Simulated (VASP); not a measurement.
# Ga3Cl in VASP: further runs

Runs on Ga3Cl. Level: PBE. Tasks: single point, relaxation of cell and atoms.

All numbers are computed with VASP 6.6.1; they aren't measurements. Logs are shortened: lines on timing, memory, paths and dates and some standing lists are left out, and cuts for length are marked.

## 1. The cell of the first run

Symmetry: Pm-3m, No. 221, cubic system. Conventional cell: a = 4.469 Å, b = 4.469 Å, c = 4.469 Å, α = 90.00°, β = 90.00°, γ = 90.00°. Within 4.2 Å of Ga (site symmetry 4/mmm) lie 8 Ga at 3.16 Å and 4 Cl at 3.16 Å. Cl (site symmetry m-3m) has 12 Ga at 3.16 Å within 4.2 Å.

## 2. Single point, PBE

Input file INCAR:

```
SYSTEM = Ga3Cl
  ALGO = Normal
  EDIFF = 1E-7
  ENCUT = 520
  GGA = PE
  ISIF = 2
  ISMEAR = 0
  LASPH = .TRUE.
  LCHARG = .FALSE.
  LREAL = .FALSE.
  LWAVE = .FALSE.
  NBANDS = 31
  NELM = 80
  PREC = Accurate
  SIGMA = 0.1
```

Input file KPOINTS:

```
k-points
0
G
  10 10 10
  0 0 0
```

Input file POSCAR:

```
Ga3Cl
1.0
    4.4690006580      0.0000000000      0.0000000000
    0.0000000000      4.4690006580      0.0000000000
    0.0000000000      0.0000000000      4.4690006580
Ga Cl
3 1
Direct
    0.0000000000      0.5000000000      0.5000000000
    0.5000000000      0.0000000000      0.5000000000
    0.5000000000      0.5000000000      0.0000000000
    0.0000000000      0.0000000000      0.0000000000
```

Potentials or basis: VASP PAW PBE potentials, release 64 (Ga_d, Cl).

Command:

```console
$ cat potpaw_PBE.64/Ga_d/POTCAR potpaw_PBE.64/Cl/POTCAR > POTCAR
$ mpirun -np 1 vasp_std > vasp.out
```

OUTCAR:

```text
SYSTEM = Ga3Cl
   EDIFF = 1E-7
   ENCUT = 520
   GGA = PE
   ISIF = 2
   ISMEAR = 0
   LASPH = .TRUE.
   LREAL = .FALSE.
   NELM = 80
   PREC = Accurate

 ion  position               nearest neighbor table
   1  0.000  0.500  0.500-
   2  0.500  0.000  0.500-
   3  0.500  0.500  0.000-
   4  0.000  0.000  0.000-

  LATTYP: Found a simple cubic cell.
 ALAT       =     4.4690006580

  Lattice vectors:

 A1 = (   4.4690006580,   0.0000000000,   0.0000000000)
 A2 = (   0.0000000000,   4.4690006580,   0.0000000000)
 A3 = (   0.0000000000,   0.0000000000,   4.4690006580)

Analysis of symmetry for initial positions (statically):
=====================================================================
 Subroutine PRICEL returns:
 Original cell was already a primitive cell.

 Routine SETGRP: Setting up the symmetry group for a
 simple cubic supercell.

 Subroutine GETGRP returns: Found 48 space group operations
 (whereof 48 operations were pure point group operations)
 out of a pool of 48 trial point group operations.

The static configuration has the point symmetry O_h .

Analysis of symmetry for dynamics (positions and initial velocities):
=====================================================================
 Subroutine PRICEL returns:
 Original cell was already a primitive cell.

 Routine SETGRP: Setting up the symmetry group for a
 simple cubic supercell.

 Subroutine GETGRP returns: Found 48 space group operations
 (whereof 48 operations were pure point group operations)
 out of a pool of 48 trial point group operations.

The dynamic configuration has the point symmetry O_h .

 Subroutine INISYM returns: Found 48 space group operations
 (whereof 48 operations are pure point group operations),
 and found     1 'primitive' translations

----------------------------------------------------------------------------------------

                                     Primitive cell

  volume of cell :      89.2547

  direct lattice vectors                    reciprocal lattice vectors
     4.469000658  0.000000000  0.000000000     0.223763673  0.000000000  0.000000000
     0.000000000  4.469000658  0.000000000     0.000000000  0.223763673  0.000000000
     0.000000000  0.000000000  4.469000658     0.000000000  0.000000000  0.223763673

  length of vectors
     4.469000658  4.469000658  4.469000658     0.223763673  0.223763673  0.223763673

  position of ions in fractional coordinates (direct lattice)
     0.000000000  0.500000000  0.500000000
     0.500000000  0.000000000  0.500000000
     0.500000000  0.500000000  0.000000000
     0.000000000  0.000000000  0.000000000

  ion indices of the primitive-cell ions
   primitive index   ion index
                 1           1
                 2           2
                 3           3
                 4           4

----------------------------------------------------------------------------------------

 KPOINTS: k-points

Automatic generation of k-mesh.
 Grid dimensions read from file:
 generate k-points for:   10   10   10

 Generating k-lattice:

  Cartesian coordinates                     Fractional coordinates (reciprocal lattice)
     0.022376367  0.000000000  0.000000000     0.100000000  0.000000000  0.000000000
     0.000000000  0.022376367  0.000000000     0.000000000  0.100000000  0.000000000
     0.000000000  0.000000000  0.022376367     0.000000000  0.000000000  0.100000000

  Length of vectors
     0.022376367  0.022376367  0.022376367

  Shift w.r.t. Gamma in fractional coordinates (k-lattice)
     0.000000000  0.000000000  0.000000000

 Subroutine IBZKPT returns following result:
 ===========================================

 Found     56 irreducible k-points:

 Following reciprocal coordinates:
            Coordinates               Weight
  0.000000  0.000000  0.000000      1.000000
  0.100000  0.000000  0.000000      6.000000
  0.200000  0.000000  0.000000      6.000000
  0.300000  0.000000  0.000000      6.000000
  0.400000  0.000000  0.000000      6.000000
  0.500000  0.000000  0.000000      3.000000
[... 16 lines left out ...]
  0.200000  0.100000  0.100000     24.000000
  0.300000  0.100000  0.100000     24.000000
 [... further k-points ...]
   k-points           NKPTS =     56   k-points in BZ     NKDIM =     56   number of bands    NBANDS=     31
   number of dos      NEDOS =    301   number of ions     NIONS =      4
   total plane-waves  NPLWV =  46656
   dimension x,y,z NGX =    36 NGY =   36 NGZ =   36
   dimension x,y,z NGXF=    72 NGYF=   72 NGZF=   72
   ions per type =               3   1
   NGX,Y,Z   is equivalent  to a cutoff of  13.39, 13.39, 13.39 a.u.
   NGXF,Y,Z  is equivalent  to a cutoff of  26.78, 26.78, 26.78 a.u.
 SYSTEM =  Ga3Cl
   PREC   = accura    normal or accurate (medium, high low for compatibility)
   ISTART =      0    job   : 0-new  1-cont  2-samecut
   ICHARG =      2    charge: 1-file 2-atom 10-const
   ISPIN  =      1    spin polarized calculation?
   LNONCOLLINEAR =      F non collinear calculations
   LSORBIT =      F    spin-orbit coupling
   LASPH  =      T    aspherical Exc in radial PAW
   ENCUT  =  520.0 eV  38.22 Ry    6.18 a.u.   8.31  8.31  8.31*2*pi/ulx,y,z
   NELM   =     80;   NELMIN=  2; NELMDL= -5     # of ELM steps
   EDIFF  = 0.1E-06   stopping-criterion for ELM
   LREAL  =      F    real-space projection
   EDIFFG = 0.1E-05   stopping-criterion for IOM
   NSW    =      0    number of steps for IOM
   IBRION =     -1    ionic relax: 0-MD 1-quasi-New 2-CG
   NFREE  =      0    steps in history (QN), initial steepest desc. (CG)
   ISIF   =      2    stress and relaxation
   ISYM   =      2    0-nonsym 1-usesym 2-fastsym
   POTIM  = 0.5000    time-step for ionic-motion
   TEBEG  =    0.0;   TEEND  =   0.0 temperature during run
   PSTRESS=    0.0 pullay stress
   NELECT =      46.0000    total number of electrons
   NUPDOWN=      -1.0000    fix difference up-down
   EMIN   =  10.00;   EMAX   =-10.00  energy-range for DOS
   EFERMI =   0.00;   METHOD = LEGACY
   ISMEAR =     0;   SIGMA  =   0.10  broadening in eV -4-tet -1-fermi 0-gaus
   EFERMI_NEDOS =   21; number of points for ismear=-14 and -15
   IALGO  =     38    algorithm
   IMIX   =      4    mixing-type and parameters
     AMIX     =   0.40;   BMIX     =  1.00
     AMIX_MAG =   1.60;   BMIX_MAG =  1.00
  volume/ion in A,a.u.               =      22.31       150.58
  Fermi-wavevector in a.u.,A,eV,Ry     =   1.312554  2.480367 23.440073  1.722797
  Thomas-Fermi vector in A             =   2.442938
   LORBIT       =      0    0 simple, 1 ext, 2 COOP (PROOUT), +10 PAW based schemes
   GGA     = PE    functional components
   LHFCALC =     F    Hartree Fock is set to
   AEXX    =    0.0000 exact exchange contribution
   IVDW    =     0    specifies the selected vdW correction
   LEPSILON=     F    determine dielectric tensor
   LRPA    =     F    only Hartree local field effects (RPA)
 non-spin polarized calculation
 Gauss-broadening in eV      SIGMA  =   0.10
  energy-cutoff  :      520.00
  volume of cell :       89.25
 maximum number of plane-waves:      2469
 NGX is ok and might be reduce to    36
   NGX = 17   NGY = 17   NGZ = 17

 number of electron      45.9999964 magnetization

 Free energy of the ion-electron system (eV)
  ---------------------------------------------------
  ext. energy  EPLUGINS =         0.00000000
  ---------------------------------------------------
  free energy    TOTEN  =       -10.75516736 eV

  energy without entropy =      -10.74241601  energy(sigma->0) =      -10.74879168

 E-fermi :   4.4540     XC(G=0):  -9.9422

 val. band max:        4.4433437780   @ k =   0.3000   0.0000   0.0000
 cond. band min:       4.4641881543   @ k =   0.5000   0.3000   0.2000
 fundamental gap:      0.0208443764
 Fermi energy:         4.4540476009

 k-point     1 :       0.0000    0.0000    0.0000
  band No.  band energies     occupation
      1     -11.8390      2.00000
      2     -10.7584      2.00000
      3     -10.7584      2.00000
      4     -10.7584      2.00000
      5     -10.7407      2.00000
      6     -10.7407      2.00000
[... 23 lines left out ...]
     30      11.4698      0.00000
     31      11.4948      0.00000

 k-point     2 :       0.1000    0.0000    0.0000
  band No.  band energies     occupation
      1     -11.8283      2.00000
      2     -10.7571      2.00000
      3     -10.7540      2.00000
      4     -10.7540      2.00000
      5     -10.7401      2.00000
      6     -10.7375      2.00000
[... 23 lines left out ...]
     30      11.4527      0.00000
     31      11.6553      0.00000

 k-point     3 :       0.2000    0.0000    0.0000
  band No.  band energies     occupation
      1     -11.7998      2.00000
      2     -10.7536      2.00000
      3     -10.7415      2.00000
      4     -10.7415      2.00000
      5     -10.7384      2.00000
      6     -10.7284      2.00000
[... 23 lines left out ...]
     30      11.1377      0.00000
     31      11.6333      0.00000

 k-point     4 :       0.3000    0.0000    0.0000
  band No.  band energies     occupation
      1     -11.7635      2.00000
      2     -10.7488      2.00000
      3     -10.7366      2.00000
      4     -10.7232      2.00000
      5     -10.7232      2.00000
      6     -10.7152      2.00000
[... 23 lines left out ...]
     30      11.0885      0.00000
     31      11.0885      0.00000

 k-point     5 :       0.4000    0.0000    0.0000
  band No.  band energies     occupation
      1     -11.7332      2.00000
      2     -10.7445      2.00000
      3     -10.7353      2.00000
      4     -10.7051      2.00000
      5     -10.7051      2.00000
      6     -10.7013      2.00000
[... 23 lines left out ...]
     30      10.6607      0.00000
     31      10.6607      0.00000
[... 542 lines left out ...]
     30      11.9190      0.00000
     31      12.2022      0.00000

 k-point    22 :       0.1000    0.1000    0.1000
  band No.  band energies     occupation
      1     -11.8086      2.00000
      2     -10.7522      2.00000
      3     -10.7484      2.00000
      4     -10.7484      2.00000
      5     -10.7334      2.00000
      6     -10.7334      2.00000
[... 23 lines left out ...]
     30      10.7657      0.00000
     31      11.7219      0.00000

 k-point    23 :       0.2000    0.1000    0.1000
  band No.  band energies     occupation
      1     -11.7833      2.00000
      2     -10.7477      2.00000
      3     -10.7410      2.00000
      4     -10.7406      2.00000
      5     -10.7284      2.00000
      6     -10.7212      2.00000
[... 23 lines left out ...]
     30      11.0212      0.00000
     31      11.7157      0.00000

 k-point    24 :       0.3000    0.1000    0.1000
  band No.  band energies     occupation
      1     -11.7513      2.00000
      2     -10.7426      2.00000
      3     -10.7348      2.00000
      4     -10.7275      2.00000
      5     -10.7158      2.00000
      6     -10.7052      2.00000
[... 23 lines left out ...]
     30      11.0559      0.00000
     31      11.2157      0.00000

 [... further k-points ...]
[... 5 lines left out ...]
  --------------------------------------------------------------------------------------
  -------------------------------------------------------------------------------------
  Total        0.0179427      0.0179427      0.0179427     -0.0000000      0.0000000     -0.0000000
  in kB        0.3220824      0.3220824      0.3220824     -0.0000000      0.0000000     -0.0000000
  external PRESSURE =       0.3220824 kB  Pullay stress =       0.0000000 kB

 VOLUME and BASIS-vectors are now :
 -----------------------------------------------------------------------------
  energy-cutoff  :      520.00
  volume of cell :       89.25
      direct lattice vectors                 reciprocal lattice vectors
     4.469000658  0.000000000  0.000000000     0.223763673  0.000000000  0.000000000
     0.000000000  4.469000658  0.000000000     0.000000000  0.223763673  0.000000000
     0.000000000  0.000000000  4.469000658     0.000000000  0.000000000  0.223763673

 POSITION                                       TOTAL-FORCE (eV/Angst)
 -----------------------------------------------------------------------------------
      0.00000      2.23450      2.23450         0.000000      0.000000      0.000000
      2.23450      0.00000      2.23450         0.000000      0.000000      0.000000
      2.23450      2.23450      0.00000         0.000000      0.000000      0.000000
      0.00000      0.00000      0.00000         0.000000      0.000000      0.000000
 -----------------------------------------------------------------------------------
    total drift:                                0.000000      0.000000      0.000000

  FREE ENERGIE OF THE ION-ELECTRON SYSTEM (eV)
  ---------------------------------------------------
  free  energy   TOTEN  =       -10.7551673556 eV

  energy  without entropy=      -10.7424160113  energy(sigma->0) =      -10.74879168
```

Run time: 2.2 min. Hardware: 1 thread of Intel Xeon 6975P-C, shared host; peak memory 0.27 GiB.

Results:

```yaml
Free_energy: -10.7552 eV
Pressure: 0.0 GPa
Band_gap_on_the_k_mesh: zero (band 23 reaches 4.71 eV, above the bottom of band 24 at 4.12 eV)
```

Levels at points of the mesh, in eV from the Fermi level:
```csv
k point,band 21,band 22,band 23,band 24,band 25,band 26
"(0.00, 0.00, 0.00)",-2.96,-2.96,0.26,0.26,0.26,4.33
"(0.50, 0.00, 0.00)",-3.13,-2.37,-0.24,-0.24,1.30,3.13
"(0.50, 0.50, 0.00)",-2.58,-2.58,-1.33,1.21,1.70,1.70
"(0.50, 0.50, 0.50)",-5.13,-5.13,-3.45,1.39,1.39,1.39
```

[end of part 1 of 2]
